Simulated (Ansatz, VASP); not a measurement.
## Se: VASP beside Ansatz

```
Se
1.0
     5.75234    3.38729    1.61074
    -5.60966    3.21686    1.44031
    -0.07625   -6.53771    1.37793
Se
6
Direct
  0.28066 0.16251 0.91818
  0.91818 0.28066 0.16251
  0.16251 0.91818 0.28066
  0.71934 0.83749 0.08182
  0.08182 0.71934 0.83749
  0.83749 0.08182 0.71934
```

Change from the starting cell: equal xy, yz and zx shear strains of +3 %.

Alike in both runs: task single point; functional PBE; k mesh 6 × 6 × 6; occupations fermi-dirac, width 0.01 eV; no spin polarisation.

```csv
,VASP,Ansatz
version,VASP 6.6.1,Ansatz 0.2.0
potentials or method,"VASP PAW PBE potentials, release 64 (Se), cutoff 520 eV","all-electron LAPW, scalar-relativistic"
```

```tsv
	VASP	Ansatz	Ansatz less VASP
gap on the k mesh at the Fermi level (eV)	1.06	1.08	+0.013
pressure (GPa)	3.0	2.8	-0.15
traceless stress, the component that is largest in VASP (GPa)	-1.37	-1.36	+0.016
rms of the force components (eV/Å)	0.382	0.361	-0.0219
```

Atom by atom the forces differ by 0.025 eV/Å (rms over components). Ansatz ran all-electron here, and VASP with PAW potentials.
